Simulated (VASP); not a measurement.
**As: single point with PBE**

As:

```xyz
2
Lattice="0.0000 3.0643 3.0643 3.0643 0.0000 3.0643 3.0643 3.0643 0.0000" Properties=species:S:1:pos:R:3 pbc="T T T"
As    3.0643    3.0643    3.0643
As    4.5964    4.5964    4.5964
```

```yaml
Program: VASP 6.6.1
Task: single point
Functional: PBE
Potentials_or_basis: VASP PAW PBE potentials, release 64 (As)
Cutoff: 520 eV
k_mesh: 6 × 6 × 6
Occupations: gaussian, width 0.1 eV
Spin: no spin polarisation
```

```
Pressure               : 0.2 GPa
Band gap on the k mesh : zero (band 5 reaches 3.34 eV, above the bottom of band 6 at 2.27 eV)
```

Levels at points of the mesh, in eV from the Fermi level:
```tsv
k point	band 3	band 4	band 5	band 6	band 7	band 8
(0.00, 0.00, 0.00)	-2.13	-2.13	-2.13	0.58	0.58	0.58
(0.50, 0.00, 0.00)	-3.04	-3.04	-2.73	1.80	1.80	4.65
(0.50, 0.50, 0.00)	-4.08	-4.08	-0.68	-0.68	4.88	4.88
```

Wall time 4.5 s on 1 thread of Intel(R) Xeon(R) 6975P-C (Granite Rapids) (shared host), peak memory 0.17 GiB.
